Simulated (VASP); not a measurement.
Input of a VASP 6.6.1 run:

INCAR

```
SYSTEM = Rb
PREC     = Accurate       ! precision mode
ENCUT    = 520            ! plane-wave cutoff, eV
EDIFF    = 1E-6           ! SCF threshold, eV
ISMEAR   = -1             ! smearing method
SIGMA    = 0.05           ! smearing width, eV
LREAL    = .False.        ! projectors in reciprocal space
LASPH    = .True.         ! aspherical terms in the spheres
NELM     = 80             ! most SCF steps
ALGO     = Normal         ! electronic algorithm
ISIF     = 2              ! what is computed and relaxed
LWAVE    = .False.        ! write WAVECAR
LCHARG   = .True.         ! write CHGCAR
LELF     = .True.         ! ELF
LVHAR    = .True.       
NBANDS   = 10             ! bands
```

File KPOINTS:

```
Automatic mesh
0
Gamma
  8 8 8
  0 0 0
```

File POSCAR:

```
Rb
1.0
   -2.8060000000      2.8060000000      2.8060000000
    2.8060000000     -2.8060000000      2.8060000000
    2.8060000000      2.8060000000     -2.8060000000
Rb
1
Direct
    0.0000000000      0.0000000000      0.0000000000
```

Potentials or basis: VASP PAW LDA potentials, release 64 (Rb_sv).

Command:

```bash
$ cat potpaw_LDA.64/Rb_sv/POTCAR > POTCAR
$ mpirun -np 1 vasp_std > vasp.out
```

(1) What does it give for the band gap on the k mesh?

(2) What does it give for the pressure?

Answers

(1) zero (an odd number of electrons rules out a gap without spin polarisation).

(2) -0.4 GPa.
